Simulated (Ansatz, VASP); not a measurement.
## LaAl4Cl3 in VASP and in Ansatz

```xyz
8
Lattice="5.3050 0.0000 0.0000 -2.6525 4.5942 0.0000 0.0000 0.0000 12.5818" Properties=species:S:1:pos:R:3 pbc="T T T"
La    0.0000    0.0000    6.2909
Al    0.0000    3.0628    0.0000
Al    2.6525    1.5314    0.0000
Al    0.0000    3.0628    6.2909
Al    2.6525    1.5314    6.2909
Cl    0.0000    0.0000    0.0000
Cl    0.0000    0.0000    3.6254
Cl    0.0000    0.0000    8.9564
```

Alike in both runs: functional PBE; k mesh 6 × 6 × 2; occupations gaussian, width 0.1 eV; no spin polarisation.

Ansatz relaxed the structure, and its values are those at the end. VASP's run is a single point on that final structure, the one shown.

```csv
,VASP,Ansatz
version,VASP 6.6.1,Ansatz 0.2.0
potentials or method,"VASP PAW PBE potentials, release 64 (La, Al, Cl), cutoff 520 eV","scalar-relativistic, plane waves, PAW"
valence electrons in the cell,44,44
```

```tsv
	VASP	Ansatz	Ansatz less VASP
gap on the k mesh at the Fermi level (eV)	none	none	-
pressure (GPa)	0.2	0.3	+0.04
rms of the force components (eV/Å)	0.012	0.008	-0.0044
```

A gap of «none» marks a metal or a gap that the smearing closes. With one functional, cell and mesh, what is left measures potentials, basis and numerics.

Spin-orbit coupling is off throughout.
